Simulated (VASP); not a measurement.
Set up this calculation in VASP 6.6.1, as the native input.

```yaml
Task: single point
Functional: LDA
Potentials_or_basis: VASP PAW LDA potentials, release 64 (Ta_pv, N)
Cutoff: 520 eV
k_mesh: 5 × 5 × 8
Occupations: methfessel-paxton, width 0.1 eV
Spin: no spin polarisation
Dipole_correction: no
Further_INCAR_settings: ALGO = Normal; EDIFF = 1e-06; NBANDS = 33
```

The structure of TaN lies in POSCAR:

```
TaN
1.0
    5.3145161967      0.0000000000      0.0000000000
   -2.6572580984      4.6025060372      0.0000000000
    0.0000000000      0.0000000000      2.9773973535
Ta N
3 3
Direct
    0.3333333333      0.6666666667      0.5000000000
    0.6666666667      0.3333333333      0.5000000000
    0.0000000000      0.0000000000      0.0000000000
    0.3928500000      0.0000000000      0.0000000000
    0.6071500000      0.6071500000      0.0000000000
    0.0000000000      0.3928500000      0.0000000000
```

One way to write it, as run:

INCAR

```
ALGO = Normal
EDIFF = 1E-6
ENCUT = 520
GGA = CA
ISIF = 2
ISMEAR = 1
LASPH = T
LCHARG = F
LREAL = F
LWAVE = F
NBANDS = 33
NELM = 100
PREC = Accurate
SIGMA = 0.1
```

KPOINTS

```
k-points
0
Gamma
  5 5 8
```

Potentials or basis: VASP PAW LDA potentials, release 64 (Ta_pv, N).

Launch:

```bash
$ cat potpaw_LDA.64/Ta_pv/POTCAR potpaw_LDA.64/N/POTCAR > POTCAR
$ mpirun -np 1 vasp_std > vasp.out
```

Results of the run:

| Property | Result |
| --- | --- |
| Pressure | -26.6 GPa |
| Largest force | 0.331 eV/Å |
| Band gap on the k mesh | zero (bands 24 and 25 overlap by 2.85 eV) |

Caveat: the cell stands under tension; spin-orbit coupling is left out, which moves the levels of the heavy elements.

Wall time 76 s on 1 thread of Intel Xeon 8259CL, on a shared host, peak memory 0.19 GiB.
